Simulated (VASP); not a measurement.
# Al: single point with PBE

The system is Al.

```
Al
1.0
     0.00000    2.01869    2.01869
     2.01869    0.00000    2.01869
     2.01869    2.01869    0.00000
Al
1
Direct
  0.00000 0.00000 0.00000
```

```yaml
Program: VASP 6.6.1
Task: single point
Functional: PBE
Potentials_or_basis: VASP PAW PBE potentials, release 64 (Al)
Cutoff: 520 eV
k_mesh: 14 × 14 × 14
Occupations: fermi-dirac, width 0.05 eV
Spin: no spin polarisation
Dipole_correction: no
Further_INCAR_settings: ALGO = Normal; EDIFF = 1e-07; NBANDS = 8
```

| Property | Result |
| --- | --- |
| Pressure | 0.0 GPa |

Levels at points of the mesh, in eV from the Fermi level:
| k point | band 1 | band 2 | band 3 | band 4 | band 5 |
| --- | --- | --- | --- | --- | --- |
| (0.00, 0.00, 0.00) | -11.12 | 12.66 | 12.66 | 12.66 | 14.18 |
| (0.50, 0.00, 0.00) | -4.57 | -4.35 | 11.47 | 11.47 | 11.50 |
| (0.50, 0.50, 0.00) | -2.90 | -1.57 | 5.29 | 5.64 | 5.64 |

Wall time 4.2 s on 1 thread of Intel(R) Xeon(R) 6975P-C (Granite Rapids), with other jobs on the host, peak memory 0.13 GiB.
